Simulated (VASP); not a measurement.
# ScBi3 (I4/mmm) in VASP: single point with PBE+D3(BJ)

Aim: the single point of ScBi3 with PBE+D3(BJ).

All numbers are computed with VASP 6.6.1; they aren't measurements. Logs are shortened: lines on timing, memory, paths and dates and some standing lists are left out, and cuts for length are marked.

## Step 1: The cell of the first run

Symmetry: I4/mmm, No. 139, tetragonal system. Conventional cell: a = 4.630 Å, b = 4.630 Å, c = 10.821 Å, α = 90.00°, β = 90.00°, γ = 90.00°. Within 4.3 Å of Sc (site symmetry 4/mmm) lie 12 Bi at 3.27 to 3.56 Å. Within 4.3 Å of Bi (site symmetry -4m2) lie 8 Bi at 3.27 to 3.56 Å and 4 Sc at 3.56 Å. Bi (site symmetry 4/mmm) has 4 Sc at 3.27 Å and 8 Bi at 3.56 Å within 4.3 Å.

## Step 2: Single point, PBE+D3(BJ)

Contents of POSCAR:

```
ScBi3
1.0
   -2.3150920000      2.3150920000      5.4106620000
    2.3150920000     -2.3150920000      5.4106620000
    2.3150920000      2.3150920000     -5.4106620000
Sc Bi
1 3
Direct
    0.0000000000      0.0000000000      0.0000000000
    0.7500000000      0.2500000000      0.5000000000
    0.2500000000      0.7500000000      0.5000000000
    0.5000000000      0.5000000000      0.0000000000
```

Contents of INCAR.step1:

```
ALGO = Fast
EDIFF = 1E-6
ENCUT = 520
GGA = PE
ISIF = 2
ISMEAR = 0
IVDW = 12
LASPH = True
LCHARG = True
LMAXMIX = 4
LREAL = False
LWAVE = False
NBANDS = 36
NELM = 100
PREC = Accurate
SIGMA = 0.1
```

Contents of KPOINTS.step1:

```
Automatic mesh
0
Gamma
  1 1 1
  0.5 0.5 0.5
```

Contents of INCAR.step2:

```
ALGO = Fast
EDIFF = 1E-6
ENCUT = 520
GGA = PE
ICHARG = 11
ISIF = 2
ISMEAR = 0
IVDW = 12
LASPH = True
LCHARG = False
LMAXMIX = 4
LORBIT = 11
LREAL = False
LWAVE = False
NEDOS = 2001
NELM = 100
PREC = Accurate
SIGMA = 0.1
```

Contents of KPOINTS.step2:

```
k-points
0
Gamma
  1 1 1
```

Potentials or basis: VASP PAW PBE potentials, release 64 (Sc_sv, Bi_d).

Command:

```bash
$ cat potpaw_PBE.64/Sc_sv/POTCAR potpaw_PBE.64/Bi_d/POTCAR > POTCAR
$ cp INCAR.step1 INCAR
$ cp KPOINTS.step1 KPOINTS
$ mpirun -np 1 vasp_std > vasp.out
$ cp INCAR.step2 INCAR
$ cp KPOINTS.step2 KPOINTS
$ mpirun -np 1 vasp_std > vasp.out
```

OUTCAR:

```text
EDIFF = 1E-6
   ENCUT = 520
   GGA = PE
   ICHARG = 11
   ISIF = 2
   ISMEAR = 0
   IVDW = 12
   LASPH = True
   LORBIT = 11
   LREAL = False
   NELM = 100
   PREC = Accurate
 IVDW          = 12

 ion  position               nearest neighbor table
   1  0.000  0.000  0.000-   4 3.27   4 3.27   4 3.27   4 3.27   3 3.56   2 3.56   3 3.56   3 3.56
                             2 3.56   2 3.56   3 3.56   2 3.56
   2  0.750  0.250  0.500-   3 3.27   3 3.27   3 3.27   3 3.27   4 3.56   1 3.56   4 3.56   1 3.56
                             4 3.56   4 3.56   1 3.56   1 3.56
   3  0.250  0.750  0.500-   2 3.27   2 3.27   2 3.27   2 3.27   4 3.56   1 3.56   4 3.56   4 3.56
                             1 3.56   1 3.56   4 3.56   1 3.56
   4  0.500  0.500  0.000-   1 3.27   1 3.27   1 3.27   1 3.27   3 3.56   2 3.56   3 3.56   2 3.56
                             3 3.56   3 3.56   2 3.56   2 3.56

  LATTYP: Found a body centered tetragonal cell.
 ALAT       =     4.6301840000
 C/A-ratio  =     2.3371261272

  Lattice vectors:

 A1 = (  -2.3150920000,   2.3150920000,   5.4106620000)
 A2 = (   2.3150920000,  -2.3150920000,   5.4106620000)
 A3 = (   2.3150920000,   2.3150920000,  -5.4106620000)

Analysis of symmetry for initial positions (statically):
=====================================================================
 Subroutine PRICEL returns:
 Original cell was already a primitive cell.

 Routine SETGRP: Setting up the symmetry group for a
 body centered tetragonal supercell.

 Subroutine GETGRP returns: Found 16 space group operations
 (whereof 16 operations were pure point group operations)
 out of a pool of 16 trial point group operations.

The static configuration has the point symmetry D_4h.

Analysis of symmetry for dynamics (positions and initial velocities):
=====================================================================
 Subroutine PRICEL returns:
 Original cell was already a primitive cell.

 Routine SETGRP: Setting up the symmetry group for a
 body centered tetragonal supercell.

 Subroutine GETGRP returns: Found 16 space group operations
 (whereof 16 operations were pure point group operations)
 out of a pool of 16 trial point group operations.

The dynamic configuration has the point symmetry D_4h.

 Subroutine INISYM returns: Found 16 space group operations
 (whereof 16 operations are pure point group operations),
 and found     1 'primitive' translations

[... 82 lines left out ...]
   POTIM  = 0.5000    time-step for ionic-motion
   TEBEG  =    0.0;   TEEND  =   0.0 temperature during run
   PSTRESS=    0.0 pullay stress
   NELECT =      56.0000    total number of electrons
   NUPDOWN=      -1.0000    fix difference up-down
   EMIN   =  10.00;   EMAX   =-10.00  energy-range for DOS
   EFERMI =   0.00;   METHOD = LEGACY
   ISMEAR =     0;   SIGMA  =   0.10  broadening in eV -4-tet -1-fermi 0-gaus
   EFERMI_NEDOS =   21; number of points for ismear=-14 and -15
   IALGO  =     68    algorithm
   IMIX   =      4    mixing-type and parameters
     AMIX     =   0.40;   BMIX     =  1.00
     AMIX_MAG =   1.60;   BMIX_MAG =  1.00
  volume/ion in A,a.u.               =      29.00       195.70
  Fermi-wavevector in a.u.,A,eV,Ry     =   1.284267  2.426912 22.440644  1.649341
  Thomas-Fermi vector in A             =   2.416470
   LORBIT       =     11    0 simple, 1 ext, 2 COOP (PROOUT), +10 PAW based schemes
   GGA     = PE    functional components
   LHFCALC =     F    Hartree Fock is set to
   AEXX    =    0.0000 exact exchange contribution
   IVDW    =    12    specifies the selected vdW correction
   LEPSILON=     F    determine dielectric tensor
   LRPA    =     F    only Hartree local field effects (RPA)
 non-spin polarized calculation
 RMM-DIIS sequential band-by-band and
 Gauss-broadening in eV      SIGMA  =   0.10
  energy-cutoff  :      520.00
  volume of cell :      116.00
 maximum number of plane-waves:      3109
 NGX is ok and might be reduce to    48

 number of electron      56.0000008 magnetization

 Free energy of the ion-electron system (eV)
  ---------------------------------------------------
  ext. energy  EPLUGINS =         0.00000000
  ---------------------------------------------------
  free energy    TOTEN  =       -17.15133095 eV

  energy without entropy =      -17.15133095  energy(sigma->0) =      -17.15133095

 E-fermi :   7.2389     XC(G=0): -10.1392

 val. band max:        6.7479242011   @ k =   0.0000   0.0000   0.0000
 cond. band min:       8.6843663005   @ k =   0.0000   0.0000   0.0000
 fundamental gap:      1.9364420993
 Fermi energy:         7.2389091947

 k-point     1 :       0.0000    0.0000    0.0000
  band No.  band energies     occupation
      1     -42.3151      2.00000
      2     -21.3947      2.00000
      3     -20.7810      2.00000
      4     -20.7810      2.00000
      5     -15.7701      2.00000
      6     -15.6797      2.00000
[... 25 lines left out ...]
     32       9.0793      0.00000
     33       9.3736      0.00000

------------------------ aborting loop because EDIFF is reached ----------------------------------------

 Edisp (eV)   -1.93624

 E8    (eV) :    -0.9490

  FORCE on cell =-STRESS in cart. coord.  units (eV):
  Direction    XX          YY          ZZ          XY          YZ          ZX
  --------------------------------------------------------------------------------------
  -------------------------------------------------------------------------------------
  Total     -15.57435   -15.57435   -22.56445     0.00000    -0.00000     0.00000
  in kB    -215.11640  -215.11640  -311.66535     0.00000    -0.00000     0.00000
  external pressure =     -247.30 kB  Pullay stress =        0.00 kB

 VOLUME and BASIS-vectors are now :
 -----------------------------------------------------------------------------
  energy-cutoff  :      520.00
  volume of cell :      116.00
      direct lattice vectors                 reciprocal lattice vectors
    -2.315092000  2.315092000  5.410662000     0.000000000  0.215974138  0.092410134
     2.315092000 -2.315092000  5.410662000     0.215974138  0.000000000  0.092410134
     2.315092000  2.315092000 -5.410662000     0.215974138  0.215974138  0.000000000

 POSITION                                       TOTAL-FORCE (eV/Angst)
 -----------------------------------------------------------------------------------
      0.00000      0.00000      0.00000        -0.000000     -0.000000      0.000000
      0.00000      2.31509      2.70533         0.000000      0.000000      0.000000
      2.31509      0.00000      2.70533        -0.000000      0.000000     -0.000000
      0.00000      0.00000      5.41066        -0.000000     -0.000000      0.000000
 -----------------------------------------------------------------------------------
    total drift:                                0.000000     -0.000000      0.000000

  FREE ENERGIE OF THE ION-ELECTRON SYSTEM (eV)
  ---------------------------------------------------
  free  energy   TOTEN  =       -19.0875672535 eV

  energy  without entropy=      -19.0875672535  energy(sigma->0) =      -19.08756725

 total charge

# of ion       s       p       d       tot
------------------------------------------
    1        2.015   6.120   0.602   8.737
    2        1.528   1.378   9.912  12.818
    3        1.528   1.378   9.912  12.818
    4        1.397   1.803   9.930  13.129
--------------------------------------------------
tot          6.467  10.678  30.357  47.502
```

OUTCAR.step1:

```text
EDIFF = 1E-6
   ENCUT = 520
   GGA = PE
   ISIF = 2
[... 255 lines left out ...]
      0.00000      0.00000      0.00000        -0.000000     -0.000000      0.000000
      0.00000      2.31509      2.70533        -0.000000      0.000000      0.000000
      2.31509      0.00000      2.70533         0.000000     -0.000000     -0.000000
      0.00000      0.00000      5.41066        -0.000000     -0.000000      0.000000
 -----------------------------------------------------------------------------------
    total drift:                                0.000000     -0.000000      0.000000

  FREE ENERGIE OF THE ION-ELECTRON SYSTEM (eV)
  ---------------------------------------------------
  free  energy   TOTEN  =        -9.1208854771 eV

  energy  without entropy=       -8.8746550345  energy(sigma->0) =       -8.99777026
```

OSZICAR.step1:

```text
N       E                     dE             d eps       ncg     rms          rms(c)
DAV:   1     0.664405841103E+03    0.66441E+03   -0.27650E+04    72   0.186E+03
DAV:   2     0.634525437466E+02   -0.60095E+03   -0.59506E+03    72   0.553E+02
DAV:   3    -0.618661036124E+01   -0.69639E+02   -0.67882E+02    88   0.205E+02
[... 26 lines left out ...]
RMM:  30    -0.718470342831E+01   -0.89334E-05   -0.13279E-04   106   0.622E-02    0.780E-02
RMM:  31    -0.718467210423E+01    0.31324E-04   -0.29861E-05    88   0.445E-02    0.612E-02
RMM:  32    -0.718466007835E+01    0.12026E-04   -0.13933E-05    76   0.221E-02    0.492E-02
RMM:  33    -0.718464991104E+01    0.10167E-04   -0.21214E-05    88   0.261E-02    0.266E-02
RMM:  34    -0.718464917449E+01    0.73655E-06   -0.83881E-06    69   0.165E-02
   1 F= -.91208855E+01 E0= -.89977703E+01  d E =-.246230E+00
```

Run time: 45 s. Hardware: 1 thread of AMD EPYC 7R43 (Zen 3), shared host; peak memory 0.27 GiB.

Results:

* Valence electrons inside the program's atomic spheres: Sc 8.74; Bi 12.82, 13.13 (each value once)
* Dispersion energy per atom: -0.484 eV

Levels at points of the mesh, in eV from the valence-band top:
```tsv
k point	band 25	band 26	band 27	band 28	band 29	band 30	band 31	band 32
(0.00, 0.00, 0.00)	-2.58	-0.58	0.00	0.00	1.94	2.00	2.05	2.33
```

Caveat: the k points lie up to 1.48 Å⁻¹ apart; spin-orbit coupling is left out, which moves the levels of the heavy elements.
